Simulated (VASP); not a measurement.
# BN: single point with r2SCAN

Crystal: BN.

```xyz
4
Lattice="2.3496 0.0000 0.0000 -1.1748 2.0348 0.0000 0.0000 0.0000 4.5650" Properties=species:S:1:pos:R:3 pbc="T T T"
B     1.1748    0.6783    4.5637
B     0.0000    1.3566    2.2812
N     1.1748    0.6783    2.8544
N     0.0000    1.3566    0.5719
```

This cell differs from its parent crystal: strain -0.080 along x and y, +0.080 along z.

- Program: VASP 6.6.1
- Task: single point
- Functional: r2SCAN
- Potentials or basis: VASP PAW PBE potentials, release 64 (B, N)
- Cutoff: 520 eV
- k mesh: 12 × 12 × 6
- Occupations: gaussian, width 0.05 eV
- Spin: no spin polarisation

```yaml
Pressure: 50.0 GPa
Largest_force: 0.408 eV/Å
Band_gap_on_the_k_mesh: 4.06 eV
```

Forces on the atoms (eV/Å):
```
B    0.000  0.000  0.408
B    0.000  0.000  0.408
N    0.000  0.000 -0.408
N    0.000  0.000 -0.408
```

Stress tensor (GPa, compression positive):
```
109.96   0.00   0.00
  0.00 109.96   0.00
  0.00   0.00 -69.93
```

Levels at points of the mesh, in eV from the valence-band top:
| k point | band 6 | band 7 | band 8 | band 9 | band 10 | band 11 |
| --- | --- | --- | --- | --- | --- | --- |
| (0.00, 0.00, 0.00) | -1.30 | 0.00 | 0.00 | 4.06 | 10.84 | 10.84 |
| (0.50, 0.00, 0.00) | -4.93 | -4.92 | -3.08 | 7.06 | 8.68 | 10.33 |
| (0.00, 0.00, 0.50) | -0.69 | -0.69 | -0.69 | 10.65 | 10.65 | 12.03 |
| (0.50, 0.00, 0.50) | -4.95 | -4.10 | -4.10 | 5.85 | 5.85 | 11.13 |

It took 2.5 min on 1 thread of Intel Xeon 8259CL, on a shared host, peak memory 0.14 GiB.

Caveat: the cell differs from its parent crystal (strain -0.080 along x and y, +0.080 along z); the stress differs along the axes, from -70 to 110 GPa; the PAW data sets were made with another functional, which shifts forces and pressure a little. A k mesh can miss the band edges.
